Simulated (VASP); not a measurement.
# AlNi2 (P-3m1) in VASP: notebook

AlNi2 is run at these levels: PBEsol; tasks: single point.

All numbers are computed with VASP 6.6.1; they aren't measurements. Logs are shortened: lines on timing, memory, paths and dates and some standing lists are left out, and cuts for length are marked.

## (1) The cell of the first run

Symmetry: P-3m1, No. 164, trigonal system. The conventional cell has a = 3.974 Å, b = 3.974 Å, c = 4.904 Å, α = 90.00°, β = 90.00°, γ = 120.00°. Al (site symmetry 3m) has 11 Ni at 2.37 to 2.75 Å and 3 Al at 2.96 Å within 3.1 Å. Within 3.1 Å of Ni (site symmetry 3m) lie 5 Al at 2.37 to 2.48 Å and 9 Ni at 2.47 to 2.93 Å. Within 3.2 Å of Ni (site symmetry -3m) lie 8 Ni at 2.45 to 2.47 Å and 6 Al at 2.75 Å. Within 3.2 Å of Ni (site symmetry -3m) lie 8 Ni at 2.45 to 2.77 Å and 6 Al at 2.48 Å.

## (2) Single point, PBEsol

The input, INCAR:

```
SYSTEM = AlNi2
PREC = Accurate
ENCUT = 520
EDIFF = 1E-6
ISMEAR = 0
SIGMA = 0.3
LREAL = .False.
LASPH = .True.
NELM = 100
ALGO = Fast
ISIF = 2
LWAVE = .False.
LCHARG = .False.
GGA = PS
NBANDS = 32
```

The input, KPOINTS:

```
Automatic mesh
0
Gamma
  12 12 8
  0 0 0
```

The input, POSCAR:

```
AlNi2
1.0
    3.9740030242      0.0000000000      0.0000000000
   -1.9870015121      3.4415875737      0.0000000000
    0.0000000000      0.0000000000      4.9042588200
Al Ni
2 4
Direct
    0.3333333333      0.6666666667      0.1898740600
    0.6666666667      0.3333333333      0.8101259400
    0.3333333333      0.6666666667      0.6851100400
    0.6666666667      0.3333333333      0.3148899600
    0.0000000000      0.0000000000      0.5000000000
    0.0000000000      0.0000000000      0.0000000000
```

Potentials or basis: VASP PAW PBE potentials, release 64 (Al, Ni).

Started as:

```console
cat potpaw_PBE.64/Al/POTCAR potpaw_PBE.64/Ni/POTCAR > POTCAR
mpirun -np 1 vasp_std > vasp.out
```

OUTCAR:

```text
SYSTEM = AlNi2
   PREC = Accurate
   ENCUT = 520
   EDIFF = 1E-6
   ISMEAR = 0
   LREAL = .False.
   LASPH = .True.
   NELM = 100
   ISIF = 2
   GGA = PS

 ion  position               nearest neighbor table
   1  0.333  0.667  0.190-   4 2.37   4 2.37   4 2.37   3 2.43   3 2.48   6 2.48   6 2.48   6 2.48
                             5 2.75   5 2.75   5 2.75   2 2.96   2 2.96   2 2.96
   2  0.667  0.333  0.810-   3 2.37   3 2.37   3 2.37   4 2.43   4 2.48   6 2.48   6 2.48   6 2.48
                             5 2.75   5 2.75   5 2.75   1 2.96   1 2.96   1 2.96
   3  0.333  0.667  0.685-   2 2.37   2 2.37   2 2.37   1 2.43   5 2.47   5 2.47   5 2.47   1 2.48
                             6 2.77   6 2.77   6 2.77   4 2.93   4 2.93   4 2.93
   4  0.667  0.333  0.315-   1 2.37   1 2.37   1 2.37   2 2.43   5 2.47   5 2.47   5 2.47   2 2.48
                             6 2.77   6 2.77   6 2.77   3 2.93   3 2.93   3 2.93
   5  0.000  0.000  0.500-   6 2.45   6 2.45   3 2.47   4 2.47   4 2.47   3 2.47   4 2.47   3 2.47
                             1 2.75   2 2.75   1 2.75   2 2.75   2 2.75   1 2.75
   6  0.000  0.000  0.000-   5 2.45   5 2.45   1 2.48   2 2.48   2 2.48   1 2.48   2 2.48   1 2.48
                             3 2.77   4 2.77   4 2.77   3 2.77   3 2.77   4 2.77

  LATTYP: Found a hexagonal cell.
 ALAT       =     3.9740030242
 C/A-ratio  =     1.2340853266

  Lattice vectors:

 A1 = (   3.9740030242,   0.0000000000,   0.0000000000)
 A2 = (  -1.9870015121,   3.4415875737,   0.0000000000)
 A3 = (   0.0000000000,   0.0000000000,   4.9042588200)

Analysis of symmetry for initial positions (statically):
=====================================================================
 Subroutine PRICEL returns:
 Original cell was already a primitive cell.

 Routine SETGRP: Setting up the symmetry group for a
 hexagonal supercell.

 Subroutine GETGRP returns: Found 12 space group operations
 (whereof 12 operations were pure point group operations)
 out of a pool of 24 trial point group operations.

The static configuration has the point symmetry D_3d.

Analysis of symmetry for dynamics (positions and initial velocities):
=====================================================================
 Subroutine PRICEL returns:
 Original cell was already a primitive cell.

 Routine SETGRP: Setting up the symmetry group for a
 hexagonal supercell.

 Subroutine GETGRP returns: Found 12 space group operations
 (whereof 12 operations were pure point group operations)
 out of a pool of 24 trial point group operations.

The dynamic configuration has the point symmetry D_3d.

 Subroutine INISYM returns: Found 12 space group operations
[... 106 lines left out ...]
   LREAL  =      F    real-space projection
   EDIFFG = 0.1E-04   stopping-criterion for IOM
   NSW    =      0    number of steps for IOM
   IBRION =     -1    ionic relax: 0-MD 1-quasi-New 2-CG
   NFREE  =      0    steps in history (QN), initial steepest desc. (CG)
   ISIF   =      2    stress and relaxation
   ISYM   =      2    0-nonsym 1-usesym 2-fastsym
   POTIM  = 0.5000    time-step for ionic-motion
   TEBEG  =    0.0;   TEEND  =   0.0 temperature during run
   PSTRESS=    0.0 pullay stress
   NELECT =      46.0000    total number of electrons
   NUPDOWN=      -1.0000    fix difference up-down
   EMIN   =  10.00;   EMAX   =-10.00  energy-range for DOS
   EFERMI =   0.00;   METHOD = LEGACY
   ISMEAR =     0;   SIGMA  =   0.30  broadening in eV -4-tet -1-fermi 0-gaus
   EFERMI_NEDOS =   21; number of points for ismear=-14 and -15
   IALGO  =     68    algorithm
   IMIX   =      4    mixing-type and parameters
     AMIX     =   0.40;   BMIX     =  1.00
     AMIX_MAG =   1.60;   BMIX_MAG =  1.00
  volume/ion in A,a.u.               =      11.18        75.44
  Fermi-wavevector in a.u.,A,eV,Ry     =   1.443690  2.728179 28.357821  2.084241
  Thomas-Fermi vector in A             =   2.562069
   LORBIT       =      0    0 simple, 1 ext, 2 COOP (PROOUT), +10 PAW based schemes
   GGA     = PS    functional components
   LHFCALC =     F    Hartree Fock is set to
   AEXX    =    0.0000 exact exchange contribution
   IVDW    =     0    specifies the selected vdW correction
   LEPSILON=     F    determine dielectric tensor
   LRPA    =     F    only Hartree local field effects (RPA)
 non-spin polarized calculation
 RMM-DIIS sequential band-by-band and
 Gauss-broadening in eV      SIGMA  =   0.30
  energy-cutoff  :      520.00
  volume of cell :       67.07
 maximum number of plane-waves:      1827
 NGX is ok and might be reduce to    30
   NGX = 15   NGY = 15   NGZ = 19

 number of electron      46.0000031 magnetization

 Free energy of the ion-electron system (eV)
  ---------------------------------------------------
  ext. energy  EPLUGINS =         0.00000000
  ---------------------------------------------------
  free energy    TOTEN  =       -35.88967269 eV

  energy without entropy =      -35.73369226  energy(sigma->0) =      -35.81168248

 E-fermi :   9.9771     XC(G=0): -12.7485

 val. band max:        9.9762412591   @ k =   0.4167   0.0833   0.2500
 cond. band min:       9.9926184465   @ k =   0.4167  -0.0000   0.3750
 fundamental gap:      0.0163771873
 Fermi energy:         9.9771486103

 k-point     1 :       0.0000    0.0000    0.0000
  band No.  band energies     occupation
      1      -0.6613      2.00000
      2       4.6720      2.00000
      3       4.8330      2.00000
      4       6.1266      2.00000
      5       6.1266      2.00000
      6       6.6006      2.00000
[... 829 lines left out ...]
     31      16.6950      0.00000
     32      17.0569      0.00000

 [... further k-points ...]
[... 5 lines left out ...]
  --------------------------------------------------------------------------------------
  -------------------------------------------------------------------------------------
  Total        0.2240902      0.2240902      0.0647308      0.0000000      0.0000000      0.0000000
  in kB        5.3527018      5.3527018      1.5461831      0.0000000      0.0000000      0.0000000
  external PRESSURE =       4.0838622 kB  Pullay stress =       0.0000000 kB

 VOLUME and BASIS-vectors are now :
 -----------------------------------------------------------------------------
  energy-cutoff  :      520.00
  volume of cell :       67.07
      direct lattice vectors                 reciprocal lattice vectors
     3.974003024  0.000000000  0.000000000     0.251635440  0.145281789  0.000000000
    -1.987001512  3.441587574  0.000000000     0.000000000  0.290563578  0.000000000
     0.000000000  0.000000000  4.904258820     0.000000000  0.000000000  0.203904410

 POSITION                                       TOTAL-FORCE (eV/Angst)
 -----------------------------------------------------------------------------------
     -0.00000      2.29439      0.93119         0.000000     -0.000000      0.060889
      1.98700      1.14720      3.97307         0.000000      0.000000     -0.060889
     -0.00000      2.29439      3.35996         0.000000     -0.000000     -0.019487
      1.98700      1.14720      1.54430        -0.000000     -0.000000      0.019487
      0.00000      0.00000      2.45213         0.000000     -0.000000      0.000000
      0.00000      0.00000      0.00000         0.000000     -0.000000      0.000000
 -----------------------------------------------------------------------------------
    total drift:                                0.000000     -0.000000      0.000000

  FREE ENERGIE OF THE ION-ELECTRON SYSTEM (eV)
  ---------------------------------------------------
  free  energy   TOTEN  =       -35.8896726896 eV

  energy  without entropy=      -35.7336922647  energy(sigma->0) =      -35.81168248
```

stdout:

```text
POSCAR found type information on POSCAR AlNi
 POSCAR found :  2 types and       6 ions
 scaLAPACK will be used
 -----------------------------------------------------------------------------
|                                                                             |
|                                                                             |
|     You enforced a specific xc type in the INCAR file but a different       |
|     I HOPE YOU KNOW WHAT YOU ARE DOING!                                     |
|                                                                             |
 -----------------------------------------------------------------------------

 LDA part: xc-table for (Slater+PW92), standard interpolation
 POSCAR, INCAR and KPOINTS ok, starting setup
 FFT: planning ... GRIDC
 FFT: planning ... GRID_SOFT
 FFT: planning ... GRID
 WAVECAR not read
 entering main loop
```

Run time: 2.3 min. Hardware: 1 thread of Intel Xeon 6975P-C (Granite Rapids), shared host; peak memory 0.33 GiB.

Results:

| Quantity | Value |
| --- | --- |
| Free energy | -35.8897 eV |
| Pressure | 0.4 GPa |
| Largest force | 0.061 eV/Å |
| Band gap on the k mesh | zero (band 23 reaches 13.83 eV, above the bottom of band 24 at 9.59 eV) |

Forces on the atoms (eV/Å):
```
Al   0.000  0.000  0.061
Al   0.000  0.000 -0.061
Ni   0.000  0.000 -0.019
Ni   0.000  0.000  0.019
Ni   0.000  0.000  0.000
Ni   0.000  0.000  0.000
```

Stress tensor (GPa, compression positive):
```
0.54 0.00 0.00
0.00 0.54 0.00
0.00 0.00 0.15
```

Caveat: the PAW data sets were made with another functional, which shifts forces and pressure a little. Spin polarisation is off, so any magnetic state and its effect on volume and gap are missing.

## (3) Single point, PBEsol

The input, INCAR:

```
SYSTEM = AlNi2
PREC = Accurate ; ENCUT = 520
EDIFF = 1E-6 ; ISMEAR = 0
SIGMA = 0.5 ; LREAL = .False.
LASPH = .True. ; NELM = 100
ALGO = Fast ; ISIF = 2
LWAVE = .False. ; LCHARG = .False.
GGA = PS ; NBANDS = 32
```

The input, KPOINTS:

```
regular mesh
0
Gamma
  12 12 8
  0 0 0
```

POSCAR is that of step 2.

Potentials or basis: VASP PAW PBE potentials, release 64 (Al, Ni).

Started as:

```console
cat potpaw_PBE.64/Al/POTCAR potpaw_PBE.64/Ni/POTCAR > POTCAR
mpirun -np 1 vasp_std > vasp.out
```

OUTCAR:

```text
SYSTEM = AlNi2
   PREC = Accurate
   ENCUT = 520
   EDIFF = 1E-6
   ISMEAR = 0
   LREAL = .False.
   LASPH = .True.
   NELM = 100
   ISIF = 2
   GGA = PS

 ion  position               nearest neighbor table
   1  0.333  0.667  0.190-   4 2.37   4 2.37   4 2.37   3 2.43   3 2.48   6 2.48   6 2.48   6 2.48
                             5 2.75   5 2.75   5 2.75   2 2.96   2 2.96   2 2.96
   2  0.667  0.333  0.810-   3 2.37   3 2.37   3 2.37   4 2.43   4 2.48   6 2.48   6 2.48   6 2.48
                             5 2.75   5 2.75   5 2.75   1 2.96   1 2.96   1 2.96
   3  0.333  0.667  0.685-   2 2.37   2 2.37   2 2.37   1 2.43   5 2.47   5 2.47   5 2.47   1 2.48
                             6 2.77   6 2.77   6 2.77   4 2.93   4 2.93   4 2.93
   4  0.667  0.333  0.315-   1 2.37   1 2.37   1 2.37   2 2.43   5 2.47   5 2.47   5 2.47   2 2.48
                             6 2.77   6 2.77   6 2.77   3 2.93   3 2.93   3 2.93
   5  0.000  0.000  0.500-   6 2.45   6 2.45   3 2.47   4 2.47   4 2.47   3 2.47   4 2.47   3 2.47
                             1 2.75   2 2.75   1 2.75   2 2.75   2 2.75   1 2.75
   6  0.000  0.000  0.000-   5 2.45   5 2.45   1 2.48   2 2.48   2 2.48   1 2.48   2 2.48   1 2.48
                             3 2.77   4 2.77   4 2.77   3 2.77   3 2.77   4 2.77

  LATTYP: Found a hexagonal cell.
 ALAT       =     3.9740030242
 C/A-ratio  =     1.2340853266

  Lattice vectors:

 A1 = (   3.9740030242,   0.0000000000,   0.0000000000)
[... 191 lines left out ...]
 fundamental gap:      0.0126376710
 Fermi energy:        10.0078511831

 k-point     1 :       0.0000    0.0000    0.0000
  band No.  band energies     occupation
      1      -0.6588      2.00000
      2       4.6697      2.00000
      3       4.8315      2.00000
      4       6.1122      2.00000
      5       6.1122      2.00000
      6       6.5931      2.00000
[... 829 lines left out ...]
     31      16.6975      0.00000
     32      17.0548      0.00000

 [... further k-points ...]
[... 5 lines left out ...]
  --------------------------------------------------------------------------------------
  -------------------------------------------------------------------------------------
  Total        0.4774359      0.4774359      0.1956727      0.0000000      0.0000000      0.0000000
  in kB       11.4042115     11.4042115      4.6739105      0.0000000      0.0000000      0.0000000
  external PRESSURE =       9.1607778 kB  Pullay stress =       0.0000000 kB

 VOLUME and BASIS-vectors are now :
 -----------------------------------------------------------------------------
  energy-cutoff  :      520.00
  volume of cell :       67.07
      direct lattice vectors                 reciprocal lattice vectors
     3.974003024  0.000000000  0.000000000     0.251635440  0.145281789  0.000000000
    -1.987001512  3.441587574  0.000000000     0.000000000  0.290563578  0.000000000
     0.000000000  0.000000000  4.904258820     0.000000000  0.000000000  0.203904410

 POSITION                                       TOTAL-FORCE (eV/Angst)
 -----------------------------------------------------------------------------------
     -0.00000      2.29439      0.93119        -0.000000      0.000000      0.046680
      1.98700      1.14720      3.97307         0.000000      0.000000     -0.046680
     -0.00000      2.29439      3.35996         0.000000      0.000000     -0.043443
      1.98700      1.14720      1.54430         0.000000     -0.000000      0.043443
      0.00000      0.00000      2.45213        -0.000000      0.000000     -0.000000
      0.00000      0.00000      0.00000        -0.000000      0.000000     -0.000000
 -----------------------------------------------------------------------------------
    total drift:                                0.000000     -0.000000      0.000000

  FREE ENERGIE OF THE ION-ELECTRON SYSTEM (eV)
  ---------------------------------------------------
  free  energy   TOTEN  =       -36.0365599716 eV

  energy  without entropy=      -35.5544477806  energy(sigma->0) =      -35.79550388
```

OSZICAR:

```text
N       E                     dE             d eps       ncg     rms          rms(c)
DAV:   1     0.289049841610E+03    0.28905E+03   -0.19877E+04  8416   0.182E+03
DAV:   2    -0.234068278534E+02   -0.31246E+03   -0.29650E+03  8400   0.352E+02
DAV:   3    -0.417757042420E+02   -0.18369E+02   -0.17487E+02  9696   0.114E+02
DAV:   4    -0.421049105371E+02   -0.32921E+00   -0.32872E+00 10096   0.142E+01
DAV:   5    -0.421166030392E+02   -0.11693E-01   -0.11692E-01 10704   0.233E+00    0.239E+01
RMM:   6    -0.444559438436E+02   -0.23393E+01   -0.83498E+01  9134   0.927E+01    0.273E+01
RMM:   7    -0.361881304423E+02    0.82678E+01   -0.23432E+01  8387   0.523E+01    0.580E+00
RMM:   8    -0.371089531965E+02   -0.92082E+00   -0.21046E+00  8866   0.138E+01    0.112E+01
RMM:   9    -0.360737128934E+02    0.10352E+01   -0.91201E-01  8737   0.979E+00    0.146E+00
RMM:  10    -0.360708817947E+02    0.28311E-02   -0.95750E-02  9180   0.239E+00    0.191E+00
RMM:  11    -0.360434149324E+02    0.27467E-01   -0.43981E-02  9181   0.168E+00    0.823E-01
RMM:  12    -0.360366499560E+02    0.67650E-02   -0.12843E-02  9621   0.946E-01    0.279E-01
RMM:  13    -0.360364895068E+02    0.16045E-03   -0.36961E-03 10177   0.369E-01    0.124E-01
RMM:  14    -0.360365445471E+02   -0.55040E-04   -0.83130E-04 10656   0.203E-01    0.664E-02
RMM:  15    -0.360365629096E+02   -0.18363E-04   -0.29577E-04  9612   0.136E-01    0.528E-02
RMM:  16    -0.360365563825E+02    0.65271E-05   -0.12118E-04 10791   0.801E-02    0.124E-02
RMM:  17    -0.360365596091E+02   -0.32265E-05   -0.36005E-05 10695   0.288E-02    0.993E-03
RMM:  18    -0.360365599716E+02   -0.36255E-06   -0.33704E-06  6268   0.108E-02
   1 F= -.36036560E+02 E0= -.35795504E+02  d E =-.482112E+00
```

stdout:

```text
POSCAR found type information on POSCAR AlNi
 POSCAR found :  2 types and       6 ions
 scaLAPACK will be used
 -----------------------------------------------------------------------------
|                                                                             |
|                                                                             |
|     You enforced a specific xc type in the INCAR file but a different       |
|     I HOPE YOU KNOW WHAT YOU ARE DOING!                                     |
|                                                                             |
 -----------------------------------------------------------------------------

 LDA part: xc-table for (Slater+PW92), standard interpolation
 POSCAR, INCAR and KPOINTS ok, starting setup
 FFT: planning ... GRIDC
 FFT: planning ... GRID_SOFT
 FFT: planning ... GRID
 WAVECAR not read
 entering main loop
```

Wall time 2.3 min (1 thread of Intel Xeon 6975P-C (Granite Rapids), shared host); peak memory 0.33 GiB.

Results:

| Quantity | Value |
| --- | --- |
| Free energy | -36.0366 eV |
| Pressure | 0.9 GPa |
| Largest force | 0.047 eV/Å |
| Band gap on the k mesh | zero (band 23 reaches 13.83 eV, above the bottom of band 24 at 9.56 eV) |

Forces in eV/Å, atoms in the order of the input:
```
Al   0.000  0.000  0.047
Al   0.000  0.000 -0.047
Ni   0.000  0.000 -0.043
Ni   0.000  0.000  0.043
Ni   0.000  0.000  0.000
Ni   0.000  0.000  0.000
```

Caveat: the PAW data sets were made with another functional, which shifts forces and pressure a little. Spin polarisation is off, so any magnetic state and its effect on volume and gap are missing.

## (4) Single point, PBEsol

The input, INCAR:

```
SYSTEM = AlNi2
  PREC = Accurate
  ENCUT = 520
  EDIFF = 1E-6
  ISMEAR = 1
  SIGMA = 0.05
  LREAL = .False.
  LASPH = .True.
  NELM = 60
  ALGO = Fast
  ISIF = 2
  LWAVE = .False.
  LCHARG = .False.
  GGA = PS
  NBANDS = 32
```

KPOINTS is that of step 3.

POSCAR is that of step 3.

Started as:

```console
cat potpaw_PBE.64/Al/POTCAR potpaw_PBE.64/Ni/POTCAR > POTCAR
mpirun -np 1 vasp_std > vasp.out
```

Wall time 2.4 min (1 thread of Intel Xeon 6975P-C (Granite Rapids), shared host); peak memory 0.33 GiB.

It converged, with:

```yaml
Free_energy: -35.8176 eV
Pressure: 0.2 GPa
Largest_force: 0.062 eV/Å
Band_gap_on_the_k_mesh: zero (band 23 reaches 13.83 eV, above the bottom of band 24 at 9.60 eV)
```

Forces on the atoms (eV/Å):
```
Al   0.000  0.000  0.062
Al   0.000  0.000 -0.062
Ni   0.000  0.000  0.012
Ni   0.000  0.000 -0.012
Ni   0.000  0.000  0.000
Ni   0.000  0.000  0.000
```

Levels at points of the mesh, in eV from the Fermi level:
```
           k point  band 21  band 22  band 23  band 24  band 25  band 26
(0.00, 0.00, 0.00)    -0.54    -0.54     0.70     3.14     3.14     3.85
(0.50, 0.00, 0.00)    -0.73    -0.63    -0.55    -0.31     0.99     1.78
(0.00, 0.00, 0.50)    -0.68    -0.68     3.87     4.00     4.00     4.26
(0.50, 0.00, 0.50)    -0.79    -0.63    -0.37    -0.26     1.71     1.81
```

Caveat: the PAW data sets were made with another functional, which shifts forces and pressure a little. Spin polarisation is off, so any magnetic state and its effect on volume and gap are missing.

(Continued in part 2 of 2.)
